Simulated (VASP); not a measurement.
# HfO2: single point with PBE

HfO2:

```xyz
3
Lattice="0.0000 2.7783 2.1671 2.7783 0.0000 2.1671 2.7783 2.7783 0.0000" Properties=species:S:1:pos:R:3 pbc="T T T"
Hf    0.0000    0.0000    0.0000
O     1.3892    1.3892    1.0835
O     4.1675    4.1675    3.2506
```

This cell differs from its parent crystal: ratio of the length along z to the lengths across it x 0.78, volume and fractional coordinates fixed.

| Quantity | Value |
| --- | --- |
| Program | VASP 6.6.1 |
| Task | single point |
| Functional | PBE |
| Potentials or basis | VASP PAW PBE potentials, release 64 (Hf_pv, O) |
| Cutoff | 520 eV |
| k mesh | 8 × 8 × 8 |
| Occupations | gaussian, width 0.05 eV |
| Spin | no spin polarisation |

- Pressure: -1.4 GPa
- Band gap on the k mesh: zero (band 11 reaches 6.72 eV, above the bottom of band 12 at 6.64 eV)

Stress tensor (GPa, compression positive):
```
-40.50   0.00   0.00
  0.00 -40.50   0.00
  0.00   0.00  76.75
```

Levels at points of the mesh, in eV from the Fermi level:
| k point | band 8 | band 9 | band 10 | band 11 | band 12 | band 13 | band 14 | band 15 |
| --- | --- | --- | --- | --- | --- | --- | --- | --- |
| (0.00, 0.00, 0.00) | -7.02 | -4.00 | -4.00 | -0.24 | -0.05 | 0.20 | 4.52 | 6.43 |
| (0.50, 0.00, 0.00) | -5.14 | -4.66 | -4.29 | -3.56 | 1.76 | 2.31 | 3.21 | 5.86 |
| (0.50, 0.50, 0.00) | -6.13 | -4.12 | -4.12 | 0.03 | 0.55 | 2.89 | 5.22 | 5.70 |
| (0.50, 0.00, 0.50) | -5.42 | -4.83 | -2.78 | -0.85 | 0.10 | 2.57 | 3.31 | 4.03 |

Wall time 46 s on 1 thread of AMD EPYC 7R43 64-Core Processor (Zen 3) (shared host), peak memory 0.14 GiB.

Caveat: spin-orbit coupling is left out, which moves the levels of the heavy elements.
